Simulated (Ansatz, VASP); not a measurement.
## Two plane-wave programs on Rh

File INCAR:

```
ALGO = Normal
EDIFF = 1E-6
ENCUT = 500
GGA = PE
GGA_COMPAT = F
ISIF = 2
ISMEAR = 0
LASPH = T
LCHARG = F
LREAL = F
LWAVE = F
NBANDS = 14
NELM = 120
PREC = Accurate
SIGMA = 0.05
```

KPOINTS

```
k-points
0
Gamma
  8 8 8
```

The input POSCAR:

```
Rh
1.0
    0.0000000000      1.9296758712      1.9296758712
    1.9296758712      0.0000000000      1.9296758712
    1.9296758712      1.9296758712      0.0000000000
Rh
1
Direct
    0.0000000000      0.0000000000      0.0000000000
```

Input for Ansatz:

```yaml
crystal:
  lattice:
    - [0.0, 1.9296758712, 1.9296758712]
    - [1.9296758712, 0.0, 1.9296758712]
    - [1.9296758712, 1.9296758712, 0.0]
  atoms:
    - { symbol: Rh, position: [0.0, 0.0, 0.0] }
basis:
  ecutwfc: 600
  ecutrho_ratio: 5
kpoints:
  mp_grid: { grid: [8, 8, 8] }
hamiltonian:
  xc: pbe
scf:
  occupations: { method: gaussian, width: 0.05 }
output:
  forces: true
  stress: true
  eigenvalues: true
```

Alike in both runs: task single point; functional PBE; k mesh 8 × 8 × 8; occupations gaussian, width 0.05 eV; no spin polarisation.

|  | VASP | Ansatz |
| --- | --- | --- |
| version | VASP 6.6.1 | Ansatz 0.2.0 |
| potentials or method | VASP PAW PBE potentials, release 64 (Rh_pv), cutoff 500 eV | scalar-relativistic, plane waves, PAW |
| valence electrons in the cell | 15 | 17 |

```tsv
	VASP	Ansatz	Ansatz less VASP
gap on the k mesh at the Fermi level (eV)	none	none	-
pressure (GPa)	-4.8	-4.9	-0.16
```

A gap of «none» marks a metal or a gap that the smearing closes. VASP's potentials hold 15 valence electrons a cell and Ansatz's 17, so a difference there can come from the potentials and not from the codes.
